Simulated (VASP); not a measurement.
# PmS (Pm-3m) in VASP: single point with PBE

Aim: the single point of PmS with PBE.

All numbers are computed with VASP 6.6.1; they aren't measurements. Logs are shortened: lines on timing, memory, paths and dates and some standing lists are left out, and cuts for length are marked.

### 1 The cell of the first run

It takes space group Pm-3m (No. 221, cubic). Conventional cell: a = 3.538 Å, b = 3.538 Å, c = 3.538 Å, α = 90.00°, β = 90.00°, γ = 90.00°. Within 4.0 Å of Pm (site symmetry m-3m) lie 8 S at 3.06 Å and 6 Pm at 3.54 Å. Within 4.0 Å of S (site symmetry m-3m) lie 8 Pm at 3.06 Å and 6 S at 3.54 Å.

### 2 Single point, PBE, collinear spin, ferromagnetic start

INCAR reads:

```
SYSTEM = PmS
PREC = Accurate ; ENCUT = 520
EDIFF = 1E-6 ; ISMEAR = 0
SIGMA = 0.05 ; LREAL = .False.
LASPH = .True. ; NELM = 150
ALGO = Normal ; ISIF = 2
LWAVE = .False. ; LCHARG = .False.
ISPIN = 2 ; MAGMOM = 5.15 0
LORBIT = 11 ; LMAXMIX = 6
GGA = PE ; NBANDS = 22
```

KPOINTS reads:

```
Automatic mesh
0
Gamma
  10 10 10
  0 0 0
```

POSCAR reads:

```
PmS
1.0
    3.5382362090      0.0000000000      0.0000000000
    0.0000000000      3.5382362090      0.0000000000
    0.0000000000      0.0000000000      3.5382362090
Pm S
1 1
Direct
    0.0000000000      0.0000000000      0.0000000000
    0.5000000000      0.5000000000      0.5000000000
```

Potentials or basis: VASP PAW PBE potentials, release 64 (Pm, S).

The run is started by

```
cat potpaw_PBE.64/Pm/POTCAR potpaw_PBE.64/S/POTCAR > POTCAR
mpirun -np 1 vasp_std > vasp.out
```

OUTCAR:

```text
SYSTEM = PmS
   PREC = Accurate
   ENCUT = 520
   EDIFF = 1E-6
   ISMEAR = 0
   LREAL = .False.
   LASPH = .True.
   NELM = 150
   ISIF = 2
   ISPIN = 2
   LORBIT = 11
   GGA = PE

 ion  position               nearest neighbor table
   1  0.000  0.000  0.000-   2 3.06   2 3.06   2 3.06   2 3.06   2 3.06   2 3.06   2 3.06   2 3.06

   2  0.500  0.500  0.500-   1 3.06   1 3.06   1 3.06   1 3.06   1 3.06   1 3.06   1 3.06   1 3.06

  LATTYP: Found a simple cubic cell.
 ALAT       =     3.5382362090

  Lattice vectors:

 A1 = (   3.5382362090,   0.0000000000,   0.0000000000)
 A2 = (   0.0000000000,   3.5382362090,   0.0000000000)
 A3 = (   0.0000000000,   0.0000000000,   3.5382362090)

Analysis of symmetry for initial positions (statically):
=====================================================================
 Subroutine PRICEL returns:
 Original cell was already a primitive cell.

 Routine SETGRP: Setting up the symmetry group for a
 simple cubic supercell.

 Subroutine GETGRP returns: Found 48 space group operations
 (whereof 48 operations were pure point group operations)
 out of a pool of 48 trial point group operations.

The static configuration has the point symmetry O_h .

Analysis of symmetry for dynamics (positions and initial velocities):
=====================================================================
 Subroutine PRICEL returns:
 Original cell was already a primitive cell.

 Routine SETGRP: Setting up the symmetry group for a
 simple cubic supercell.

 Subroutine GETGRP returns: Found 48 space group operations
 (whereof 48 operations were pure point group operations)
 out of a pool of 48 trial point group operations.

The dynamic configuration has the point symmetry O_h .

Analysis of structural, dynamic, and magnetic symmetry:
=====================================================================
 Subroutine PRICEL returns:
 Original cell was already a primitive cell.

 Routine SETGRP: Setting up the symmetry group for a
 simple cubic supercell.

 Subroutine GETGRP returns: Found 48 space group operations
 (whereof 48 operations were pure point group operations)
 out of a pool of 48 trial point group operations.

The overall configuration has the point symmetry O_h .

 Subroutine INISYM returns: Found 48 space group operations
 (whereof 48 operations are pure point group operations),
 and found     1 'primitive' translations

----------------------------------------------------------------------------------------

                                     Primitive cell

  volume of cell :      44.2956

  direct lattice vectors                    reciprocal lattice vectors
     3.538236209  0.000000000  0.000000000     0.282626693  0.000000000  0.000000000
     0.000000000  3.538236209  0.000000000     0.000000000  0.282626693  0.000000000
     0.000000000  0.000000000  3.538236209     0.000000000  0.000000000  0.282626693

  length of vectors
     3.538236209  3.538236209  3.538236209     0.282626693  0.282626693  0.282626693

  position of ions in fractional coordinates (direct lattice)
     0.000000000  0.000000000  0.000000000
     0.500000000  0.500000000  0.500000000

  ion indices of the primitive-cell ions
   primitive index   ion index
                 1           1
                 2           2

----------------------------------------------------------------------------------------

 KPOINTS: Automatic mesh

Automatic generation of k-mesh.
 Grid dimensions read from file:
 generate k-points for:   10   10   10

 Generating k-lattice:

  Cartesian coordinates                     Fractional coordinates (reciprocal lattice)
     0.028262669  0.000000000  0.000000000     0.100000000  0.000000000  0.000000000
     0.000000000  0.028262669  0.000000000     0.000000000  0.100000000  0.000000000
     0.000000000  0.000000000  0.028262669     0.000000000  0.000000000  0.100000000

  Length of vectors
     0.028262669  0.028262669  0.028262669

  Shift w.r.t. Gamma in fractional coordinates (k-lattice)
     0.000000000  0.000000000  0.000000000

 Subroutine IBZKPT returns following result:
 ===========================================

 Found     56 irreducible k-points:

 Following reciprocal coordinates:
            Coordinates               Weight
  0.000000  0.000000  0.000000      1.000000
  0.100000  0.000000  0.000000      6.000000
  0.200000  0.000000  0.000000      6.000000
  0.300000  0.000000  0.000000      6.000000
  0.400000  0.000000  0.000000      6.000000
  0.500000  0.000000  0.000000      3.000000
[... 16 lines left out ...]
  0.200000  0.100000  0.100000     24.000000
  0.300000  0.100000  0.100000     24.000000
 [... further k-points ...]
   k-points           NKPTS =     56   k-points in BZ     NKDIM =     56   number of bands    NBANDS=     22
   number of dos      NEDOS =    301   number of ions     NIONS =      2
   total plane-waves  NPLWV =  21952
   dimension x,y,z NGX =    28 NGY =   28 NGZ =   28
   dimension x,y,z NGXF=    56 NGYF=   56 NGZF=   56
   ions per type =               1   1
   NGX,Y,Z   is equivalent  to a cutoff of  13.16, 13.16, 13.16 a.u.
   NGXF,Y,Z  is equivalent  to a cutoff of  26.31, 26.31, 26.31 a.u.
 SYSTEM =  PmS
   PREC   = accura    normal or accurate (medium, high low for compatibility)
   ISTART =      0    job   : 0-new  1-cont  2-samecut
   ICHARG =      2    charge: 1-file 2-atom 10-const
   ISPIN  =      2    spin polarized calculation?
   LNONCOLLINEAR =      F non collinear calculations
   LSORBIT =      F    spin-orbit coupling
   LASPH  =      T    aspherical Exc in radial PAW
   ENCUT  =  520.0 eV  38.22 Ry    6.18 a.u.   6.58  6.58  6.58*2*pi/ulx,y,z
   NELM   =    150;   NELMIN=  2; NELMDL= -5     # of ELM steps
   EDIFF  = 0.1E-05   stopping-criterion for ELM
   LREAL  =      F    real-space projection
   EDIFFG = 0.1E-04   stopping-criterion for IOM
   NSW    =      0    number of steps for IOM
   IBRION =     -1    ionic relax: 0-MD 1-quasi-New 2-CG
   NFREE  =      0    steps in history (QN), initial steepest desc. (CG)
   ISIF   =      2    stress and relaxation
   ISYM   =      2    0-nonsym 1-usesym 2-fastsym
   POTIM  = 0.5000    time-step for ionic-motion
   TEBEG  =    0.0;   TEEND  =   0.0 temperature during run
   PSTRESS=    0.0 pullay stress
   NELECT =      21.0000    total number of electrons
   NUPDOWN=      -1.0000    fix difference up-down
   EMIN   =  10.00;   EMAX   =-10.00  energy-range for DOS
   EFERMI =   0.00;   METHOD = LEGACY
   ISMEAR =     0;   SIGMA  =   0.05  broadening in eV -4-tet -1-fermi 0-gaus
   EFERMI_NEDOS =   21; number of points for ismear=-14 and -15
   IALGO  =     38    algorithm
   IMIX   =      4    mixing-type and parameters
     AMIX     =   0.40;   BMIX     =  1.00
     AMIX_MAG =   1.60;   BMIX_MAG =  1.00
  volume/ion in A,a.u.               =      22.15       149.46
  Fermi-wavevector in a.u.,A,eV,Ry     =   1.276520  2.412274 22.170754  1.629504
  Thomas-Fermi vector in A             =   2.409172
   LORBIT       =     11    0 simple, 1 ext, 2 COOP (PROOUT), +10 PAW based schemes
   GGA     = PE    functional components
   LHFCALC =     F    Hartree Fock is set to
   AEXX    =    0.0000 exact exchange contribution
   IVDW    =     0    specifies the selected vdW correction
   LEPSILON=     F    determine dielectric tensor
   LRPA    =     F    only Hartree local field effects (RPA)
 spin polarized calculation
 Gauss-broadening in eV      SIGMA  =   0.05
  energy-cutoff  :      520.00
  volume of cell :       44.30
 maximum number of plane-waves:      1222
 NGX is ok and might be reduce to    28
   NGX = 13   NGY = 13   NGZ = 13

 number of electron      21.0000000 magnetization       4.9842393

 Free energy of the ion-electron system (eV)
  ---------------------------------------------------
  ext. energy  EPLUGINS =         0.00000000
  ---------------------------------------------------
  free energy    TOTEN  =       -15.60417461 eV

  energy without entropy =      -15.58746682  energy(sigma->0) =      -15.59582072

 E-fermi :   7.8402     XC(G=0): -10.6915

 val. band max:        7.8388871464   @ k =   0.5000   0.3000   0.2000
 cond. band min:       7.8417890450   @ k =   0.4000   0.4000   0.4000
 fundamental gap:      0.0029018986
 Fermi energy:         7.8402321278

 spin component 1

 k-point     1 :       0.0000    0.0000    0.0000
  band No.  band energies     occupation
      1     -30.9556      1.00000
      2     -11.1097      1.00000
      3     -11.1097      1.00000
      4     -11.1097      1.00000
      5      -5.9073      1.00000
      6       5.6549      1.00000
[... 14 lines left out ...]
     21      12.3760      0.00000
     22      17.5016      0.00000
[... 552 lines left out ...]
  band No.  band energies     occupation
      1     -30.9049      1.00000
      2     -11.7298      1.00000
      3     -11.1407      1.00000
      4     -11.1181      1.00000
      5      -5.0765      1.00000
      6       3.0436      1.00000
[... 14 lines left out ...]
     21      13.8061      0.00000
     22      15.3003      0.00000

 [... further k-points ...]

 spin component 2

 k-point     1 :       0.0000    0.0000    0.0000
  band No.  band energies     occupation
      1     -28.7905      1.00000
      2      -9.4812      1.00000
      3      -9.4812      1.00000
      4      -9.4812      1.00000
      5      -5.8976      1.00000
      6       5.7888      1.00000
[... 14 lines left out ...]
     21      13.1489      0.00000
     22      17.9638      0.00000
[... 552 lines left out ...]
  band No.  band energies     occupation
      1     -28.7335      1.00000
      2     -10.2207      1.00000
      3      -9.5152      1.00000
      4      -9.4818      1.00000
      5      -4.9881      1.00000
      6       3.3167      1.00000
[... 14 lines left out ...]
     21      14.6678      0.00000
     22      15.9699      0.00000

 [... further k-points ...]
[... 5 lines left out ...]
  --------------------------------------------------------------------------------------
  -------------------------------------------------------------------------------------
  Total       -0.1329353     -0.1329353     -0.1329353      0.0000000     -0.0000000      0.0000000
  in kB       -4.8082872     -4.8082872     -4.8082872      0.0000000     -0.0000000      0.0000000
  external PRESSURE =      -4.8082872 kB  Pullay stress =       0.0000000 kB

 VOLUME and BASIS-vectors are now :
 -----------------------------------------------------------------------------
  energy-cutoff  :      520.00
  volume of cell :       44.30
      direct lattice vectors                 reciprocal lattice vectors
     3.538236209  0.000000000  0.000000000     0.282626693  0.000000000  0.000000000
     0.000000000  3.538236209  0.000000000     0.000000000  0.282626693  0.000000000
     0.000000000  0.000000000  3.538236209     0.000000000  0.000000000  0.282626693

 POSITION                                       TOTAL-FORCE (eV/Angst)
 -----------------------------------------------------------------------------------
      0.00000      0.00000      0.00000         0.000000      0.000000      0.000000
      1.76912      1.76912      1.76912         0.000000      0.000000      0.000000
 -----------------------------------------------------------------------------------
    total drift:                               -0.000000      0.000000      0.000000

  FREE ENERGIE OF THE ION-ELECTRON SYSTEM (eV)
  ---------------------------------------------------
  free  energy   TOTEN  =       -15.6041746148 eV

  energy  without entropy=      -15.5874668175  energy(sigma->0) =      -15.59582072

 total charge

# of ion       s       p       d       f       tot
--------------------------------------------------
    1        2.003   5.538   0.426   4.466  12.434
    2        1.320   2.426   0.000   0.000   3.746
--------------------------------------------------
tot          3.323   7.964   0.426   4.466  16.179

 magnetization (x)

# of ion       s       p       d       f       tot
--------------------------------------------------
    1       -0.009   0.010   0.186   4.412   4.599
    2       -0.006  -0.073   0.000   0.000  -0.079
--------------------------------------------------
tot         -0.015  -0.063   0.186   4.412   4.520
```

It took 96 s on 1 thread of Oxide Virtual Turin-like, shared host; peak memory 0.21 GiB.

Results:

| Item | Value |
| --- | --- |
| Free energy | -15.6042 eV |
| Pressure | -0.5 GPa |
| Band gap on the k mesh | zero (filled and empty bands overlap) |
| Net moment | 4.98 μB per cell |
| Site moments | Pm +4.60; S -0.08 μB |
| Valence electrons inside the program's atomic spheres | Pm 12.43; S 3.75 |

Levels at points of the mesh, in eV from the Fermi level:
Spin up:
```tsv
k point	band 9	band 10	band 11	band 12	band 13	band 14	band 15	band 16	band 17	band 18
(0.00, 0.00, 0.00)	-1.25	-1.25	-0.52	-0.52	-0.52	0.47	0.47	0.47	0.50	2.05
(0.50, 0.00, 0.00)	-0.74	-0.45	-0.45	-0.13	-0.08	0.17	0.17	0.42	4.46	5.31
(0.50, 0.50, 0.00)	-0.68	-0.36	-0.36	-0.32	-0.02	-0.02	0.25	0.94	1.68	2.13
(0.50, 0.50, 0.50)	-0.35	-0.35	-0.35	0.02	0.02	0.02	0.53	5.32	5.32	5.32
```
Spin down:
| k point | band 5 | band 6 | band 7 | band 8 | band 9 | band 10 | band 11 | band 12 |
| --- | --- | --- | --- | --- | --- | --- | --- | --- |
| (0.00, 0.00, 0.00) | -13.74 | -2.05 | -2.05 | -2.05 | -0.16 | -0.16 | 2.71 | 3.01 |
| (0.50, 0.00, 0.00) | -12.42 | -5.64 | -2.68 | -2.68 | 1.23 | 2.49 | 2.57 | 2.84 |
| (0.50, 0.50, 0.00) | -12.95 | -3.84 | -3.84 | -1.86 | 0.47 | 2.31 | 2.82 | 2.82 |
| (0.50, 0.50, 0.50) | -12.32 | -5.28 | -5.28 | -5.28 | 2.73 | 2.98 | 2.98 | 2.98 |

Caveat: the magnetic or orbital state may not be the lowest; spin-orbit coupling is left out, which moves the levels of the heavy elements; semilocal functionals describe open f shells poorly, which spoils levels, moments and volumes.
